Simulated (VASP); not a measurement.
Input of a VASP 6.6.1 run:

The input INCAR:

```
PREC = Accurate
ENCUT = 520
EDIFF = 1E-8
ISMEAR = -1
SIGMA = 0.15
LREAL = False
LASPH = True
NELM = 100
ALGO = Normal
ISIF = 2
LWAVE = False
LCHARG = False
GGA = PE
IBRION = 8
NSW = 1
```

File KPOINTS:

```
regular mesh
0
Gamma
  8 8 8
```

File POSCAR:

```
LaB6
1.0
    4.1570000000      0.0000000000      0.0000000000
    0.0000000000      4.1570000000      0.0000000000
    0.0000000000      0.0000000000      4.1570000000
La B
1 6
Direct
    0.0000000000      0.0000000000      0.0000000000
    0.1998504520      0.5000000000      0.5000000000
    0.5000000000      0.1998504520      0.5000000000
    0.8001495480      0.5000000000      0.5000000000
    0.5000000000      0.8001495480      0.5000000000
    0.5000000000      0.5000000000      0.1998504520
    0.5000000000      0.5000000000      0.8001495480
```

Potentials or basis: VASP PAW PBE potentials, release 64 (La, B).

Launch:

```bash
$ cat potpaw_PBE.64/La/POTCAR potpaw_PBE.64/B/POTCAR > POTCAR
$ mpirun -np 1 vasp_std > vasp.out
```

Q: What does it give for the highest phonon frequency at Γ, LO-TO splitting left out?

A: 1254 cm⁻¹.

Phonon frequencies in cm⁻¹ (negative: imaginary):
| q point | frequencies |
| --- | --- |
| (0.000, 0.000, 0.000) | -2 -2 -2 178 178 178 505 505 505 569 569 569 689 689 689 844 844 844 1107 1107 1254 |
